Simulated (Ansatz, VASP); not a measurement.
MnO2 in VASP and in Ansatz

```
CELL_PARAMETERS angstrom
2.92030 0.00000 0.00000
-1.46015 2.52905 0.00000
0.00000 0.00000 5.50702
ATOMIC_POSITIONS crystal
Mn 0.00000 0.00000 0.00000
O 0.33333 0.66667 0.17287
O 0.66667 0.33333 0.82713
```

Alike in both runs: task single point; functional PBE; k mesh 6 × 6 × 4; occupations gaussian, width 0.05 eV; collinear spin; Hubbard terms Mn d U = 3.9 eV.

|  | VASP | Ansatz |
| --- | --- | --- |
| version | VASP 6.6.1 | Ansatz 0.2.0 |
| potentials or method | VASP PAW PBE potentials, release 64 (Mn_sv, O), cutoff 600 eV | scalar-relativistic, plane waves, PAW |
| valence electrons in the cell | 27 | 27 |

```csv
,VASP,Ansatz,Ansatz less VASP
gap on the k mesh at the Fermi level (eV),2.06,1.90,-0.156
least direct gap on the mesh (eV),2.33,2.16,-0.169
pressure (GPa),-2.3,0.0,+2.29
"traceless stress, the component that is largest in VASP (GPa)",0.74,0.01,-0.721
rms of the force components (eV/Å),0.030,0.000,-0.0301
net moment per atom (μB),1.00,1.00,0.000
size of the moment on the site where the two differ most (μB),3.11,2.87,-0.242
```

Site moments also hang on the region over which each program counts them. The programs project onto different local orbitals, so the same U acts differently, and such runs can settle in different states. Atom by atom the forces differ by 0.031 eV/Å (rms over components). Ansatz's warnings: stability check not made.
